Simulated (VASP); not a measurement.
# SrTiO3: single point with PBEsol

Crystal: SrTiO3.

```xyz
5
Lattice="3.8911 0.0000 0.0000 0.0000 3.8911 0.0000 0.0000 0.0000 3.8911" Properties=species:S:1:pos:R:3 pbc="T T T"
Sr    0.0000    0.0000    0.0000
Ti    1.9456    1.9456    1.9456
O     1.9456    0.0000    1.9456
O     1.9456    1.9456    0.0000
O     0.0000    1.9456    1.9456
```

| Property | Result |
| --- | --- |
| Program | VASP 6.6.1 |
| Task | single point |
| Functional | PBEsol |
| Potentials or basis | VASP PAW PBE potentials, release 64 (Sr_sv, Ti_sv, O) |
| Cutoff | 520 eV |
| k mesh | 8 × 8 × 8 |
| Occupations | gaussian, width 0.02 eV |
| Spin | no spin polarisation |
| Dipole correction | no |
| Further INCAR settings | ALGO = Normal; EDIFF = 1e-06; NBANDS = 28 |

* Pressure: 0.7 GPa
* Band gap on the k mesh: 1.82 eV, indirect (least direct gap 2.17 eV)

Levels at points of the mesh, in eV from the valence-band top:
```
           k point  band 18  band 19  band 20  band 21  band 22  band 23
(0.00, 0.00, 0.00)    -0.35    -0.35    -0.35     1.82     1.82     1.82
(0.50, 0.00, 0.00)    -2.07    -0.74    -0.74     2.00     3.83     3.83
(0.50, 0.50, 0.00)    -1.60    -1.60    -0.10     3.84     3.84     4.30
(0.50, 0.50, 0.50)     0.00     0.00     0.00     4.54     4.54     4.54
```

Run time: 52 s on 1 thread of AMD EPYC 7R13 Processor (Zen 3), with other jobs on the host, peak memory 0.18 GiB.

Caveat: the PAW data sets were made with another functional, which shifts forces and pressure a little. A k mesh can miss the band edges.
